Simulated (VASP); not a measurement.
# SnO2 in VASP: notebook, part 2 of 2

VASP 6.6.1.

### 4 Electric field gradients, PBE (equal xy, yz and zx shear strains of +1 %)

Contents of INCAR:

```
PREC = Accurate ; ENCUT = 520
EDIFF = 1E-8 ; ISMEAR = -1
SIGMA = 0.03 ; LREAL = F
LASPH = T ; NELM = 80
ALGO = Normal ; ISIF = 2
LWAVE = F ; LCHARG = F
GGA = PE ; LEFG = T
NBANDS = 35
```

Contents of KPOINTS:

```
Automatic mesh
0
Gamma
  4 4 6
```

Contents of POSCAR:

```
SnO2
1.0
    4.7373500000      0.0236867500      0.0236867500
    0.0236867500      4.7373500000      0.0236867500
    0.0159320000      0.0159320000      3.1864000000
Sn O
2 4
Direct
    0.0000000000      0.0000000000      0.0000000000
    0.5000000000      0.5000000000      0.5000000000
    0.3056200000      0.3056200000      0.0000000000
    0.1943800000      0.8056200000      0.5000000000
    0.6943800000      0.6943800000      0.0000000000
    0.8056200000      0.1943800000      0.5000000000
```

Potentials or basis: VASP PAW PBE potentials, release 64 (Sn_d, O).

Run with:

```bash
$ cat potpaw_PBE.64/Sn_d/POTCAR potpaw_PBE.64/O/POTCAR > POTCAR
$ mpirun -np 1 vasp_std > vasp.out
```

OUTCAR:

```text
PREC = Accurate
   ENCUT = 520
   EDIFF = 1E-8
   ISMEAR = -1
   LREAL = F
   LASPH = T
   NELM = 80
   ISIF = 2
   GGA = PE

 ion  position               nearest neighbor table
   1  0.000  0.000  0.000-   4 2.05   6 2.05   4 2.05   6 2.05   5 2.06   3 2.06   2 3.69   2 3.69
                             2 3.69   2 3.69   2 3.70   2 3.70   2 3.74   2 3.74
   2  0.500  0.500  0.500-   4 2.04   6 2.04   3 2.05   5 2.05   3 2.08   5 2.08   1 3.69   1 3.69
                             1 3.69   1 3.69   1 3.70   1 3.70   1 3.74   1 3.74
   3  0.306  0.306  0.000-   2 2.05   1 2.06   2 2.08
   4  0.194  0.806  0.500-   2 2.04   1 2.05   1 2.05
   5  0.694  0.694  0.000-   2 2.05   1 2.06   2 2.08
   6  0.806  0.194  0.500-   2 2.04   1 2.05   1 2.05

  LATTYP: Found a base centered monoclinic cell.
 ALAT       =     6.7332893981
 B/A-ratio  =     0.9900252466
 C/A-ratio  =     0.4732426412
 COS(beta)  =    -0.0141062544

  Lattice vectors:

 A1 = (  -4.7373500000,  -0.0236867500,  -0.0236867500)
[... 1131 lines left out ...]
      3.82907      0.94789      1.61689        -0.005817      0.005817      0.000000
 -----------------------------------------------------------------------------------
    total drift:                                0.000000      0.000000      0.000000

  FREE ENERGIE OF THE ION-ELECTRON SYSTEM (eV)
  ---------------------------------------------------
  free  energy   TOTEN  =       -37.1532335295 eV

  energy  without entropy=      -37.1532335295  energy(sigma->0) =      -37.15323353

 Electric field gradients (V/A^2)
---------------------------------------------------------------------
 ion       V_xx      V_yy      V_zz      V_xy      V_xz      V_yz
---------------------------------------------------------------------
   1      28.364    28.364   -56.727   -24.095    -2.532    -2.532
   2      21.063    21.063   -42.125    39.041    16.915    16.915
   3     -22.512   -22.512    45.024    83.647    -0.134    -0.134
   4     -23.662   -23.662    47.323   -82.494     1.933     1.933
   5     -22.512   -22.512    45.024    83.647    -0.134    -0.134
   6     -23.662   -23.662    47.323   -82.494     1.933     1.933
---------------------------------------------------------------------

 Electric field gradients after diagonalization (V/A^2)
 (convention: |V_zz| > |V_xx| > |V_yy|)
----------------------------------------------------------------------
 ion       V_xx      V_yy      V_zz     asymmetry (V_yy - V_xx)/ V_zz
----------------------------------------------------------------------
   1      52.458     4.478   -56.936       0.843
   2     -47.446   -17.978    65.424       0.450
   3      61.138    45.021  -106.159       0.152
   4      58.832    47.372  -106.204       0.108
   5      61.138    45.021  -106.159       0.152
   6      58.832    47.372  -106.204       0.108
----------------------------------------------------------------------

           NMR quadrupolar parameters

 Cq : quadrupolar parameter    Cq=e*Q*V_zz/h
 eta: asymmetry parameters     (V_yy - V_xx)/ V_zz
 Q  : nuclear electric quadrupole moment in mb (millibarn)
----------------------------------------------------------------------
 ion       Cq(MHz)       eta       Q (mb)
----------------------------------------------------------------------
   1      -0.138       0.843       1.000
   2       0.158       0.450       1.000
   3      -0.257       0.152       1.000
   4      -0.257       0.108       1.000
   5      -0.257       0.152       1.000
   6      -0.257       0.108       1.000
----------------------------------------------------------------------
```

OSZICAR:

```text
N       E                     dE             d eps       ncg     rms          rms(c)
DAV:   1     0.636605059262E+03    0.63661E+03   -0.25692E+04  2688   0.234E+03
DAV:   2     0.553427337318E+02   -0.58126E+03   -0.54831E+03  2596   0.620E+02
DAV:   3    -0.387542248567E+02   -0.94097E+02   -0.92588E+02  2673   0.207E+02
[... 11 lines left out ...]
DAV:  15    -0.371532334787E+02    0.10767E-06   -0.75735E-08  3394   0.471E-03    0.348E-04
DAV:  16    -0.371532334899E+02   -0.11146E-07   -0.42919E-09  1731   0.774E-04    0.192E-04
DAV:  17    -0.371532335134E+02   -0.23577E-07   -0.29352E-09  1522   0.447E-04    0.443E-05
DAV:  18    -0.371532335281E+02   -0.14644E-07   -0.81818E-10  1485   0.374E-04    0.122E-05
DAV:  19    -0.371532335295E+02   -0.14552E-08   -0.28000E-10  1454   0.189E-04
   1 F= -.37153234E+02 E0= -.37153234E+02  d E =-.324397E-10
```

Wall time 83 s (1 thread of Intel Xeon Platinum 8259CL at 2.50GHz (Skylake/Cascade Lake), shared host); peak memory 0.21 GiB.

What came out:

| Property | Result |
| --- | --- |
| Free energy | -37.1532 eV |
| Pressure | 11.6 GPa |
| Largest force | 0.158 eV/Å |
| Band gap on the k mesh | 1.24 eV, direct |

Forces in eV/Å, atoms in the order of the input:
```
Sn   0.000  0.000  0.000
Sn   0.000  0.000  0.000
O   -0.068 -0.068  0.126
O    0.006 -0.006  0.000
O    0.068  0.068 -0.126
O   -0.006  0.006  0.000
```

Stress tensor (GPa, compression positive):
```
10.71 -2.13 -1.18
-2.13 10.71 -1.18
-1.18 -1.18 13.32
```

Electric field gradients, principal values (V/Å²):
```csv
atom,least,middle,greatest (by size)
1 Sn,4.478,52.458,-56.936
2 Sn,-17.978,-47.446,65.424
3 O,45.021,61.138,-106.159
4 O,47.372,58.832,-106.204
5 O,45.021,61.138,-106.159
6 O,47.372,58.832,-106.204
```

Caveat: the cell differs from its parent crystal (equal xy, yz and zx shear strains of +1 %); without QUAD_EFG the Cq values of the log hold for a quadrupole moment of 1 mb, not for the nuclei; spin-orbit coupling is left out, which moves the levels of the heavy elements.

### 5 The runs side by side

| cell | gap on the mesh (eV) | pressure (GPa) | largest force (eV/Å) |
| --- | --- | --- | --- |
| a = 4.737, b = 4.737, c = 3.218 Å, 6 atoms | 1.10 | 8.8 | 0.03 |
| a = 4.738, b = 4.738, c = 3.187 Å, angles 91.1°, 6 atoms | 1.24 | 11.8 | 0.27 |
| a = 4.737, b = 4.737, c = 3.186 Å, angles 89.4°, 6 atoms | 1.24 | 11.6 | 0.16 |

Alike in all rows: task electric field gradients; level PBE; potentials or basis VASP PAW PBE potentials, release 64 (Sn_d, O); no spin polarisation; k mesh 4 × 4 × 6; cutoff (eV) 520; smearing fermi-dirac 0.03 eV.

Caveats: spin-orbit coupling is left out, which moves the levels of the heavy elements.

Total energies depend on the potentials used, so only differences within one code and one set of settings carry meaning.
